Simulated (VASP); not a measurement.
# Sb (Pm-3m) in VASP: settings compared

Aim: see how the results for Sb move with the level of theory and the settings. Levels: HF, HSE06, r2SCAN0, r2SCANh. Tasks: single point.

Program: VASP 6.6.1. These are calculated values, not measurements. Logs are shortened: lines on timing, memory, paths and dates and some standing lists are left out, and cuts for length are marked.

## (1) The cell of the first run

Symmetry: Pm-3m, No. 221, cubic system. The conventional cell has a = 3.088 Å, b = 3.088 Å, c = 3.088 Å, α = 90.00°, β = 90.00°, γ = 90.00°. Sb (site symmetry m-3m) has 6 Sb at 3.09 Å within 4.1 Å.

## (2) Single point, HF

Input file POSCAR:

```
Sb
1.0
    3.0877747334      0.0000000000      0.0000000000
    0.0000000000      3.0877747334      0.0000000000
    0.0000000000      0.0000000000      3.0877747334
Sb
1
Direct
    0.0000000000      0.0000000000      0.0000000000
```

Input file INCAR.step1:

```
SYSTEM = Sb
  PREC = Accurate
  ENCUT = 520
  EDIFF = 1E-5
  ISMEAR = -1
  SIGMA = 0.05
  LREAL = .False.
  LASPH = .True.
  NELM = 60
  ALGO = Normal
  ISIF = 2
  LWAVE = .True.
  LCHARG = .False.
  GGA = PE
  NBANDS = 8
```

Input file INCAR.step2:

```
SYSTEM = Sb
  PREC = Accurate
  ENCUT = 520
  EDIFF = 1E-7
  ISMEAR = -1
  SIGMA = 0.05
  LREAL = .False.
  LASPH = .True.
  NELM = 60
  ALGO = Normal
  ISIF = 2
  LWAVE = .False.
  LCHARG = .False.
  GGA = PE
  LHFCALC = .True.
  AEXX = 1.0
  ALDAC = 0.0
  AGGAC = 0.0
  PRECFOCK = Normal
  ISTART = 1
  NBANDS = 8
```

Input file KPOINTS:

```
regular mesh
0
Gamma
  4 4 4
  0 0 0
```

Potentials or basis: VASP PAW PBE potentials, release 64 (Sb).

Launch:

```bash
cat potpaw_PBE.64/Sb/POTCAR > POTCAR
cp INCAR.step1 INCAR
mpirun -np 1 vasp_std > vasp.out
cp INCAR.step2 INCAR
mpirun -np 1 vasp_std > vasp.out
```

OUTCAR:

```text
SYSTEM = Sb
   PREC = Accurate
   ENCUT = 520
   EDIFF = 1E-7
   ISMEAR = -1
   LREAL = .False.
   LASPH = .True.
   NELM = 60
   ISIF = 2
   GGA = PE
   LHFCALC = .True.
   AEXX = 1.0
   PRECFOCK = Normal
   ISTART = 1

 ion  position               nearest neighbor table
   1  0.000  0.000  0.000-

  LATTYP: Found a simple cubic cell.
 ALAT       =     3.0877747334

  Lattice vectors:

 A1 = (   3.0877747334,   0.0000000000,   0.0000000000)
 A2 = (   0.0000000000,   3.0877747334,   0.0000000000)
 A3 = (   0.0000000000,   0.0000000000,   3.0877747334)

Analysis of symmetry for initial positions (statically):
=====================================================================
 Subroutine PRICEL returns:
 Original cell was already a primitive cell.

 Routine SETGRP: Setting up the symmetry group for a
 simple cubic supercell.

 Subroutine GETGRP returns: Found 48 space group operations
 (whereof 48 operations were pure point group operations)
 out of a pool of 48 trial point group operations.

The static configuration has the point symmetry O_h .

Analysis of symmetry for dynamics (positions and initial velocities):
=====================================================================
 Subroutine PRICEL returns:
 Original cell was already a primitive cell.

 Routine SETGRP: Setting up the symmetry group for a
 simple cubic supercell.

 Subroutine GETGRP returns: Found 48 space group operations
 (whereof 48 operations were pure point group operations)
 out of a pool of 48 trial point group operations.

The dynamic configuration has the point symmetry O_h .

 Subroutine INISYM returns: Found 48 space group operations
 (whereof 48 operations are pure point group operations),
 and found     1 'primitive' translations

----------------------------------------------------------------------------------------

                                     Primitive cell

  volume of cell :      29.4399

  direct lattice vectors                    reciprocal lattice vectors
     3.087774733  0.000000000  0.000000000     0.323857822  0.000000000  0.000000000
     0.000000000  3.087774733  0.000000000     0.000000000  0.323857822  0.000000000
     0.000000000  0.000000000  3.087774733     0.000000000  0.000000000  0.323857822

  length of vectors
     3.087774733  3.087774733  3.087774733     0.323857822  0.323857822  0.323857822
[... 71 lines left out ...]
   ISYM   =      3    0-nonsym 1-usesym 2-fastsym
   POTIM  = 0.5000    time-step for ionic-motion
   TEBEG  =    0.0;   TEEND  =   0.0 temperature during run
   PSTRESS=    0.0 pullay stress
   NELECT =       5.0000    total number of electrons
   NUPDOWN=      -1.0000    fix difference up-down
   EMIN   =  10.00;   EMAX   =-10.00  energy-range for DOS
   EFERMI =   0.00;   METHOD = LEGACY
   ISMEAR =    -1;   SIGMA  =   0.05  broadening in eV -4-tet -1-fermi 0-gaus
   EFERMI_NEDOS =   21; number of points for ismear=-14 and -15
   IALGO  =     38    algorithm
   IMIX   =      1    mixing-type and parameters
     AMIX     =   0.40;   BMIX     =  1.00
     AMIX_MAG =   1.60;   BMIX_MAG =  1.00
  volume/ion in A,a.u.               =      29.44       198.67
  Fermi-wavevector in a.u.,A,eV,Ry     =   0.906607  1.713239 11.183130  0.821937
  Thomas-Fermi vector in A             =   2.030315
   LORBIT       =      0    0 simple, 1 ext, 2 COOP (PROOUT), +10 PAW based schemes
   GGA     = PE    functional components
   LHFCALC =     T    Hartree Fock is set to
   PRECFOCK=normal    Normal, Fast or Accurate (Low or Medium for compatibility)
   ENCUT4O =  -1.0   cutoff for four orbital integrals eV
   NKREDX  =     1    reduce k-point grid by
   NKREDY  =     1    reduce k-point grid by
   NKREDZ  =     1    reduce k-point grid by
   AEXX    =    1.0000 exact exchange contribution
   HFSCREEN=    0.0000 screening length (either q_TF or 0.3 A-1)
   HFSCREENC=   0.0000 screening length for correlation (either q_TF or 0.3 A-1)
   ENCUTFOCK=  -1.0 apply spherical cutoff to Coloumb kernel
   IVDW    =     0    specifies the selected vdW correction
   LEPSILON=     F    determine dielectric tensor
   LRPA    =     F    only Hartree local field effects (RPA)
 non-spin polarized calculation
  energy-cutoff  :      520.00
  volume of cell :       29.44
 maximum number of plane-waves:       840
 NGX is ok and might be reduce to    24
  NGX = 18; NGY = 18; NGZ = 18

 number of electron       5.0000000 magnetization

 Free energy of the ion-electron system (eV)
  ---------------------------------------------------
  ext. energy  EPLUGINS =         0.00000000
  ---------------------------------------------------
  free energy    TOTEN  =       -29.81842980 eV

  energy without entropy =      -29.80788599  energy(sigma->0) =      -29.81315789

 E-fermi :   4.5239     XC(G=0):   0.0000

 val. band max:        0.6350928826   @ k =   0.5000   0.5000   0.0000
 cond. band min:       4.5788027525   @ k =   0.2500   0.2500   0.0000
 fundamental gap:      3.9437098699
 Fermi energy:         4.5238721191

 k-point     1 :       0.0000    0.0000    0.0000
  band No.  band energies     occupation
      1      -9.3374      2.00000
      2       6.5607      0.00000
      3       6.5607      0.00000
      4       6.5607      0.00000
      5      19.3224      0.00000
      6      19.3224      0.00000
      7      21.5741      0.00000
      8      25.0261      0.00000
[... 89 lines left out ...]
 k-point    10 :       0.5000    0.5000    0.5000
  band No.  band energies     occupation
      1      -3.5664      2.00000
      2      -3.5664      2.00000
      3      -3.5664      2.00000
      4      10.2016      0.00000
      5      16.6619      0.00000
      6      16.6619      0.00000
      7      16.6619      0.00000
      8      18.6097      0.00000

------------------------ aborting loop because EDIFF is reached ----------------------------------------

  FORCE on cell =-STRESS in cart. coord.  units (eV):
  Direction    XX          YY          ZZ          XY          YZ          ZX
  --------------------------------------------------------------------------------------
  -------------------------------------------------------------------------------------
  Total       -7.7474546     -7.7474546     -7.7474546      0.0000000     -0.0000000      0.0000000
  in kB     -421.6312508   -421.6312508   -421.6312508      0.0000000     -0.0000000      0.0000000
  external PRESSURE =    -421.6312508 kB  Pullay stress =       0.0000000 kB

 VOLUME and BASIS-vectors are now :
 -----------------------------------------------------------------------------
  energy-cutoff  :      520.00
  volume of cell :       29.44
      direct lattice vectors                 reciprocal lattice vectors
     3.087774733  0.000000000  0.000000000     0.323857822  0.000000000  0.000000000
     0.000000000  3.087774733  0.000000000     0.000000000  0.323857822  0.000000000
     0.000000000  0.000000000  3.087774733     0.000000000  0.000000000  0.323857822

 POSITION                                       TOTAL-FORCE (eV/Angst)
 -----------------------------------------------------------------------------------
      0.00000      0.00000      0.00000         0.000000      0.000000      0.000000
 -----------------------------------------------------------------------------------
    total drift:                                0.000000     -0.000000      0.000000

  FREE ENERGIE OF THE ION-ELECTRON SYSTEM (eV)
  ---------------------------------------------------
  free  energy   TOTEN  =       -29.8184297956 eV

  energy  without entropy=      -29.8078859899  energy(sigma->0) =      -29.81315789
```

OUTCAR.step1:

```text
SYSTEM = Sb
   PREC = Accurate
   ENCUT = 520
   EDIFF = 1E-5
   ISMEAR = -1
   LREAL = .False.
[... 311 lines left out ...]
 -----------------------------------------------------------------------------------
      0.00000      0.00000      0.00000         0.000000      0.000000      0.000000
 -----------------------------------------------------------------------------------
    total drift:                               -0.000000      0.000000      0.000000

  FREE ENERGIE OF THE ION-ELECTRON SYSTEM (eV)
  ---------------------------------------------------
  free  energy   TOTEN  =        -3.7142206254 eV

  energy  without entropy=       -3.7043685469  energy(sigma->0) =       -3.70929459
```

OSZICAR.step1:

```text
N       E                     dE             d eps       ncg     rms          rms(c)
DAV:   1     0.639000841565E+01    0.63900E+01   -0.16163E+03   160   0.412E+02
DAV:   2    -0.360151675730E+01   -0.99915E+01   -0.88868E+01   240   0.551E+01
DAV:   3    -0.371075546677E+01   -0.10924E+00   -0.10894E+00   176   0.680E+00
DAV:   4    -0.371116318389E+01   -0.40772E-03   -0.40771E-03   248   0.493E-01
DAV:   5    -0.371116525661E+01   -0.20727E-05   -0.20727E-05   208   0.241E-02    0.193E+00
DAV:   6    -0.371287921847E+01   -0.17140E-02   -0.11925E-03   208   0.209E-01    0.114E+00
DAV:   7    -0.371416168936E+01   -0.12825E-02   -0.29064E-03   176   0.321E-01    0.815E-02
DAV:   8    -0.371421669986E+01   -0.55010E-04   -0.96227E-05   232   0.674E-02    0.700E-03
DAV:   9    -0.371422062541E+01   -0.39256E-05   -0.27774E-06   184   0.105E-02
   1 F= -.37142206E+01 E0= -.37092946E+01  d E =-.985208E-02
```

It took 82 s on 1 thread of Intel Xeon Platinum 8259CL at 2.50GHz (Skylake/Cascade Lake), shared host; peak memory 0.14 GiB.

Results:

- Free energy: -29.8184 eV
- Pressure: -42.2 GPa

Caveat: the k points lie up to 0.51 Å⁻¹ apart; the PAW data sets were made with another functional, which shifts forces and pressure a little; spin-orbit coupling is left out, which moves the levels of the heavy elements.

## (3) Single point, HSE06

This run uses another cell than the first one, of 31.55 Å³/atom, 1.072 times its volume.

Input file POSCAR:

```
Sb
1.0
    3.1600000000      0.0000000000      0.0000000000
    0.0000000000      3.1600000000      0.0000000000
    0.0000000000      0.0000000000      3.1600000000
Sb
1
Direct
    0.0000000000      0.0000000000      0.0000000000
```

Input file INCAR.step1:

```
SYSTEM = Sb
ALGO     = Normal         ! electronic algorithm
EDIFF    = 1E-5           ! SCF threshold, eV
ENCUT    = 520            ! plane-wave cutoff, eV
GGA      = PE             ! functional
ISIF     = 2              ! what is computed and relaxed
ISMEAR   = -1             ! smearing method
LASPH    = .True.         ! aspherical terms in the spheres
LCHARG   = .False.        ! write CHGCAR
LREAL    = .False.        ! projectors in reciprocal space
LWAVE    = .True.         ! write WAVECAR
NBANDS   = 8              ! bands
NELM     = 60             ! most SCF steps
PREC     = Accurate       ! precision mode
SIGMA    = 0.05           ! smearing width, eV
```

Input file INCAR.step2:

```
SYSTEM = Sb
ALGO     = Normal         ! electronic algorithm
EDIFF    = 1E-6           ! SCF threshold, eV
ENCUT    = 520            ! plane-wave cutoff, eV
GGA      = PE             ! functional
HFSCREEN = 0.2079         ! screening, 1/A
ISIF     = 2              ! what is computed and relaxed
ISMEAR   = -1             ! smearing method
ISTART   = 1            
LASPH    = .True.         ! aspherical terms in the spheres
LCHARG   = .False.        ! write CHGCAR
LHFCALC  = .True.         ! exact exchange
LREAL    = .False.        ! projectors in reciprocal space
LWAVE    = .False.        ! write WAVECAR
NBANDS   = 8              ! bands
NELM     = 60             ! most SCF steps
PREC     = Accurate       ! precision mode
PRECFOCK = Normal       
SIGMA    = 0.05           ! smearing width, eV
```

Input file KPOINTS:

```
k-points
0
Gamma
  4 4 4
  0 0 0
```

Potentials or basis: VASP PAW PBE potentials, release 64 (Sb).

Launch:

```bash
cat potpaw_PBE.64/Sb/POTCAR > POTCAR
cp INCAR.step1 INCAR
mpirun -np 1 vasp_std > vasp.out
cp INCAR.step2 INCAR
mpirun -np 1 vasp_std > vasp.out
```

OUTCAR:

```text
SYSTEM = Sb
   EDIFF = 1E-6
   ENCUT = 520
   GGA = PE
   HFSCREEN = 0.2079
   ISIF = 2
   ISMEAR = -1
   ISTART = 1
   LASPH = .True.
   LHFCALC = .True.
   LREAL = .False.
   NELM = 60
   PREC = Accurate
   PRECFOCK = Normal

 ion  position               nearest neighbor table
   1  0.000  0.000  0.000-

  LATTYP: Found a simple cubic cell.
 ALAT       =     3.1600000000

  Lattice vectors:

 A1 = (   3.1600000000,   0.0000000000,   0.0000000000)
 A2 = (   0.0000000000,   3.1600000000,   0.0000000000)
 A3 = (   0.0000000000,   0.0000000000,   3.1600000000)

Analysis of symmetry for initial positions (statically):
=====================================================================
 Subroutine PRICEL returns:
 Original cell was already a primitive cell.

 Routine SETGRP: Setting up the symmetry group for a
 simple cubic supercell.

 Subroutine GETGRP returns: Found 48 space group operations
 (whereof 48 operations were pure point group operations)
 out of a pool of 48 trial point group operations.

The static configuration has the point symmetry O_h .

Analysis of symmetry for dynamics (positions and initial velocities):
=====================================================================
 Subroutine PRICEL returns:
 Original cell was already a primitive cell.

 Routine SETGRP: Setting up the symmetry group for a
 simple cubic supercell.

 Subroutine GETGRP returns: Found 48 space group operations
 (whereof 48 operations were pure point group operations)
 out of a pool of 48 trial point group operations.

The dynamic configuration has the point symmetry O_h .

 Subroutine INISYM returns: Found 48 space group operations
 (whereof 48 operations are pure point group operations),
 and found     1 'primitive' translations

[... 104 lines left out ...]
   PRECFOCK=normal    Normal, Fast or Accurate (Low or Medium for compatibility)
   ENCUT4O =  -1.0   cutoff for four orbital integrals eV
   NKREDX  =     1    reduce k-point grid by
   NKREDY  =     1    reduce k-point grid by
   NKREDZ  =     1    reduce k-point grid by
   AEXX    =    0.2500 exact exchange contribution
   HFSCREEN=    0.2079 screening length (either q_TF or 0.3 A-1)
   HFSCREENC=   0.2079 screening length for correlation (either q_TF or 0.3 A-1)
   ENCUTFOCK=  -1.0 apply spherical cutoff to Coloumb kernel
   IVDW    =     0    specifies the selected vdW correction
   LEPSILON=     F    determine dielectric tensor
   LRPA    =     F    only Hartree local field effects (RPA)
 non-spin polarized calculation
  energy-cutoff  :      520.00
  volume of cell :       31.55
 maximum number of plane-waves:       872
 NGX is ok and might be reduce to    24
  NGX = 18; NGY = 18; NGZ = 18

 number of electron       5.0000001 magnetization

 Free energy of the ion-electron system (eV)
  ---------------------------------------------------
  ext. energy  EPLUGINS =         0.00000000
  ---------------------------------------------------
  free energy    TOTEN  =        -4.52829812 eV

  energy without entropy =       -4.51903968  energy(sigma->0) =       -4.52366890

 E-fermi :   6.4062     XC(G=0):  -7.8626

 val. band max:        5.6487851163   @ k =   0.2500   0.2500   0.2500
 cond. band min:       6.4916193493   @ k =   0.5000   0.2500   0.0000
 fundamental gap:      0.8428342330
 Fermi energy:         6.4062271619

 k-point     1 :       0.0000    0.0000    0.0000
  band No.  band energies     occupation
      1      -7.1112      2.00000
      2       9.7746      0.00000
      3       9.7746      0.00000
      4       9.7746      0.00000
      5      13.5448      0.00000
      6      13.5448      0.00000
      7      14.8164      0.00000
      8      24.2800      0.00000
[... 89 lines left out ...]
 k-point    10 :       0.5000    0.5000    0.5000
  band No.  band energies     occupation
      1       1.1238      2.00000
      2       4.4839      2.00000
      3       4.4839      2.00000
      4       4.4839      2.00000
      5      11.6389      0.00000
      6      11.6389      0.00000
      7      11.6389      0.00000
      8      13.9881      0.00000

------------------------ aborting loop because EDIFF is reached ----------------------------------------

  FORCE on cell =-STRESS in cart. coord.  units (eV):
  Direction    XX          YY          ZZ          XY          YZ          ZX
  --------------------------------------------------------------------------------------
  -------------------------------------------------------------------------------------
  Total       -1.2485487     -1.2485487     -1.2485487     -0.0000000     -0.0000000      0.0000000
  in kB      -63.3949753    -63.3949753    -63.3949753     -0.0000000     -0.0000000      0.0000000
  external PRESSURE =     -63.3949753 kB  Pullay stress =       0.0000000 kB

 VOLUME and BASIS-vectors are now :
 -----------------------------------------------------------------------------
  energy-cutoff  :      520.00
  volume of cell :       31.55
      direct lattice vectors                 reciprocal lattice vectors
     3.160000000  0.000000000  0.000000000     0.316455696  0.000000000  0.000000000
     0.000000000  3.160000000  0.000000000     0.000000000  0.316455696  0.000000000
     0.000000000  0.000000000  3.160000000     0.000000000  0.000000000  0.316455696

 POSITION                                       TOTAL-FORCE (eV/Angst)
 -----------------------------------------------------------------------------------
      0.00000      0.00000      0.00000         0.000000      0.000000      0.000000
 -----------------------------------------------------------------------------------
    total drift:                                0.000000      0.000000      0.000000

  FREE ENERGIE OF THE ION-ELECTRON SYSTEM (eV)
  ---------------------------------------------------
  free  energy   TOTEN  =        -4.5282981229 eV

  energy  without entropy=       -4.5190396819  energy(sigma->0) =       -4.52366890
```

OSZICAR.step1:

```text
N       E                     dE             d eps       ncg     rms          rms(c)
DAV:   1     0.724990370193E+01    0.72499E+01   -0.15529E+03   168   0.409E+02
DAV:   2    -0.355645291580E+01   -0.10806E+02   -0.10540E+02   240   0.545E+01
DAV:   3    -0.369167690566E+01   -0.13522E+00   -0.13515E+00   160   0.693E+00
DAV:   4    -0.369240188589E+01   -0.72498E-03   -0.72498E-03   264   0.666E-01
DAV:   5    -0.369240435050E+01   -0.24646E-05   -0.24646E-05   176   0.217E-02    0.169E+00
DAV:   6    -0.369371779131E+01   -0.13134E-02   -0.19255E-03   192   0.237E-01    0.988E-01
DAV:   7    -0.369485895619E+01   -0.11412E-02   -0.42818E-03   160   0.351E-01    0.819E-02
DAV:   8    -0.369491450047E+01   -0.55544E-04   -0.12606E-04   224   0.745E-02    0.792E-03
DAV:   9    -0.369491828487E+01   -0.37844E-05   -0.29195E-06   192   0.109E-02
   1 F= -.36949183E+01 E0= -.36898337E+01  d E =-.101692E-01
```

It took 46 s on 1 thread of Intel Xeon Platinum 8259CL at 2.50GHz (Skylake/Cascade Lake), shared host; peak memory 0.23 GiB.

What came out:

- Free energy: -4.5283 eV
- Pressure: -6.3 GPa

Caveat: the k points lie up to 0.50 Å⁻¹ apart; the PAW data sets were made with another functional, which shifts forces and pressure a little; spin-orbit coupling is left out, which moves the levels of the heavy elements.

[end of part 1 of 2]
